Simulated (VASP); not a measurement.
Here is a VASP 6.6.1 calculation.

File INCAR:

```
SYSTEM = AlN
  PREC = Accurate
  ENCUT = 520
  EDIFF = 1E-7
  ISMEAR = 0
  SIGMA = 0.05
  LREAL = .False.
  LASPH = .True.
  NELM = 100
  ALGO = Normal
  ISIF = 2
  LWAVE = .False.
  LCHARG = .False.
  NBANDS = 16
```

Contents of KPOINTS:

```
Automatic mesh
0
Gamma
  9 9 6
  0 0 0
```

The input POSCAR:

```
AlN
1.0
    3.3577558766      0.0000000000      0.0000000000
   -1.6788779383      2.9079018889      0.0000000000
    0.0000000000      0.0000000000      4.2032046078
Al N
2 2
Direct
    0.3333333333      0.6666666667      0.7554689695
    0.6666666667      0.3333333333      0.2554689695
    0.3333333333      0.6666666667      0.2394651809
    0.6666666667      0.3333333333      0.7394651809
```

Potentials or basis: VASP PAW LDA potentials, release 64 (Al, N).

Run with:

```console
$ cat potpaw_LDA.64/Al/POTCAR potpaw_LDA.64/N/POTCAR > POTCAR
$ mpirun -np 1 vasp_std > vasp.out
```

Problem. Predict the largest force.

Solution. 0.090 eV/Å.

Problem. What does it give for the pressure?

Solution. -13.7 GPa.

Problem. Estimate the band gap on the k mesh.

Solution. 3.10 eV, direct.

Forces on the atoms (eV/Å):
```
Al   0.000  0.000 -0.090
Al   0.000  0.000 -0.090
N    0.000  0.000  0.090
N    0.000  0.000  0.090
```

A hybrid or GW would open this gap; LDA tends to underestimate it.
